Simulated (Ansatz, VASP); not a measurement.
## Na in VASP and in Ansatz

```
Na
1.0
     3.72007    0.00000    0.00000
    -1.86004    3.22168    0.00000
     0.00000    0.00000    6.07473
Na
2
Direct
  0.33333 0.66667 0.25000
  0.66667 0.33333 0.75000
```

Alike in both runs: task single point; functional PBEsol; k mesh 11 × 11 × 6; occupations fermi-dirac, width 0.1 eV; no spin polarisation.

|  | VASP | Ansatz |
| --- | --- | --- |
| version | VASP 6.6.1 | Ansatz 0.2.0 |
| potentials or method | VASP PAW PBE potentials, release 64 (Na_pv), cutoff 520 eV | plane waves (420 eV) with PAW, scalar-relativistic |
| valence electrons in the cell | 14 | 18 |

```tsv
	VASP	Ansatz	Ansatz less VASP
pressure (GPa)	0.0	0.0	-0.01
traceless stress, the component that is largest in VASP (GPa)	0.11	0.11	-0.001
```

VASP's potentials were made for PBE, not for PBEsol, and Ansatz warns of the same on its side. VASP's potentials hold 14 valence electrons a cell and Ansatz's 18, so a difference there can come from the potentials and not from the codes.
